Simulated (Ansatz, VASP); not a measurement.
# La: VASP beside Ansatz

INCAR

```
SYSTEM = La
PREC = Accurate
ENCUT = 520
EDIFF = 1E-6
ISMEAR = -1
SIGMA = 0.05
LREAL = .False.
LASPH = .True.
NELM = 100
ALGO = Normal
ISIF = 2
LWAVE = .False.
LCHARG = .False.
GGA = PE
NBANDS = 18
```

File KPOINTS:

```
Automatic mesh
0
Gamma
  7 7 4
  0 0 0
```

POSCAR

```
La
1.0
    3.7500000000      0.0000000000      0.0000000000
   -1.8750000000      3.2475952642      0.0000000000
    0.0000000000      0.0000000000      6.1307000000
La
2
Direct
    0.6666666667      0.3333333333      0.7500000000
    0.3333333333      0.6666666667      0.2500000000
```

input.yaml

```yaml
crystal:
  lattice:
    - [3.75, 0.0, 0.0]
    - [-1.875, 3.2475952642, 0.0]
    - [0.0, 0.0, 6.1307]
  atoms:
    - { symbol: La, position: [0.6666666667, 0.3333333333, 0.75] }
    - { symbol: La, position: [0.3333333333, 0.6666666667, 0.25] }
hamiltonian:
  xc: pbe
  pseudopotentials: { kind: paw }
kpoints:
  mp_grid: { grid: [7, 7, 4] }
  band_path:
    path:
      - [[0.0, 0.0, 0.0], [0.5, 0.0, 0.0], [0.3333333333, 0.3333333333, 0.0], [0.0, 0.0, 0.0], [0.0, 0.0, 0.5], [0.5, 0.0, 0.5], [0.3333333333, 0.3333333333, 0.5], [0.0, 0.0, 0.5]]
      - [[0.5, 0.0, 0.5], [0.5, 0.0, 0.0]]
      - [[0.3333333333, 0.3333333333, 0.0], [0.3333333333, 0.3333333333, 0.5]]
    npoints: 14
scf:
  occupations: { method: fermi_dirac, width: 0.05 }
  n_extra_bands: 6
output:
  forces: true
  stress: true
  eigenvalues: true
  fatbands: true
```

Alike in both runs: functional PBE; k mesh 7 × 7 × 4; occupations fermi-dirac, width 0.05 eV; no spin polarisation.

|  | VASP | Ansatz |
| --- | --- | --- |
| version | VASP 6.6.1 | Ansatz 0.2.0 |
| potentials or method | VASP PAW PBE potentials, release 64 (La) | Ansatz PAW |
| plane-wave cutoff (eV) | 520 | 420 |
| valence electrons in the cell | 22 | 22 |
| task | single point | band structure |

Ansatz gave:

- gap on the k mesh at the Fermi level (eV): none
- pressure (GPa): 0.3
- traceless stress, the component that is largest in VASP (GPa): 0.43

Which values does VASP return?

gap on the k mesh at the Fermi level (eV): none; pressure (GPa): 0.4; traceless stress, the component that is largest in VASP (GPa): 0.41.

A gap of «none» marks a metal or a gap that the smearing closes. The functional is the same, so the differences come from potentials, cutoffs and numerics.

Neither program's run includes spin-orbit coupling.
